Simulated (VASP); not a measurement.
A run of VASP 6.6.1:

Contents of INCAR:

```
PREC     = Accurate       # precision mode
ENCUT    = 520            # plane-wave cutoff, eV
EDIFF    = 1E-6           # SCF threshold, eV
ISMEAR   = 0              # smearing method
SIGMA    = 0.1            # smearing width, eV
LREAL    = Auto         
LASPH    = True           # aspherical terms in the spheres
NELM     = 100            # most SCF steps
ALGO     = Normal         # electronic algorithm
ISIF     = 2              # what is computed and relaxed
LWAVE    = False          # write WAVECAR
LCHARG   = False          # write CHGCAR
GGA      = PE             # functional
NBANDS   = 93             # bands
ISYM     = 0
```

The input KPOINTS:

```
Automatic mesh
0
Gamma
  3 3 2
  0 0 0.5
```

The input POSCAR:

```
RuWO4
1.0
    0.0336368079     -4.8427076947      2.8392359442
   -4.8421863414      0.0337056117      2.8393417962
   -4.8079294521     -4.8085884129     -2.8384936767
O Ru W
12 3 3
Direct
    0.2399555103      0.2400451266      0.4761350024
    0.5696948518      0.5697607046      0.1459863053
    0.9065166683      0.9065535832      0.8061410872
    0.0968990884      0.0965722001      0.1862945027
    0.4265329130      0.4261909984      0.8558413589
    0.7599449967      0.7596241938      0.5261375907
    0.6389844307      0.0275509964      0.1660897806
    0.9543187083      0.3745007845      0.8350680166
    0.2919961029      0.7120341572      0.4971752759
    0.0276649776      0.6388033671      0.1661183869
    0.3745353320      0.9540591026      0.8349661325
    0.7119964685      0.2918487309      0.4971273104
    0.3333691108      0.3332104089      0.1660443192
    0.6659551130      0.6658147328      0.8358232011
    1.0004035517      1.0003724030      0.4964087433
    0.3330716077      0.3328971309      0.6662294436
    0.6570050941      0.6568651542      0.3438353156
    0.0097194318      1.0095647373     -0.0117706999
```

Potentials or basis: VASP PAW PBE potentials, release 64 (O, Ru_pv, W_sv).

Command:

```bash
$ cat potpaw_PBE.64/O/POTCAR potpaw_PBE.64/Ru_pv/POTCAR potpaw_PBE.64/W_sv/POTCAR > POTCAR
$ mpirun -np 1 vasp_std > vasp.out
```

Hardware: 1 thread of Intel(R) Xeon(R) 6975P-C (Granite Rapids), with other jobs on the host.

Task: How long does it take, and how much memory?

Result: Run time: 2.9 min on 1 thread of Intel(R) Xeon(R) 6975P-C (Granite Rapids), on a shared host, peak memory 0.35 GiB. Counts: scf iterations 19, k points 9.
